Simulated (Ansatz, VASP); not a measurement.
Y3NbO2: VASP beside Ansatz

```
Y Nb O
1.0
     3.60791    0.00000    0.00000
     0.00000    3.60791    0.00000
     0.00000    0.00000    7.94830
Y Nb O
3 1 2
Cartesian
  1.8040 1.8040 0.0000
  0.0000 1.8040 3.0094
  1.8040 0.0000 4.9389
  0.0000 0.0000 0.0000
  0.0000 1.8040 5.8628
  1.8040 0.0000 2.0855
```

Change from the starting cell: species swapped into the Zr2CuSb3 type (P-4m2, No. 115).

Alike in both runs: task relaxation of cell and atoms; functional PBE; k mesh 6 × 6 × 2; occupations gaussian, width 0.1 eV; no spin polarisation.

|  | VASP | Ansatz |
| --- | --- | --- |
| version | VASP 6.6.1 | Ansatz 0.2.0 |
| potentials or method | VASP PAW PBE potentials, release 64 (Y_sv, Nb_sv, O), cutoff 600 eV | scalar-relativistic, plane waves, PAW |
| valence electrons in the cell | 58 | 58 |

|  | VASP | Ansatz | Ansatz less VASP |
| --- | --- | --- | --- |
| gap on the k mesh at the Fermi level, each at its own relaxed structure (eV) | none | none | - |
| relaxed volume (Å³/atom) | 19.41 | 19.39 | -0.025 |
| relaxed length of the cell vector where the two differ most in proportion (Å) | 8.079 | 8.090 | +0.0110 |

A gap of «none» marks a metal or a gap that the smearing closes.

The k mesh is coarse, so the values compare programs but aren't converged.
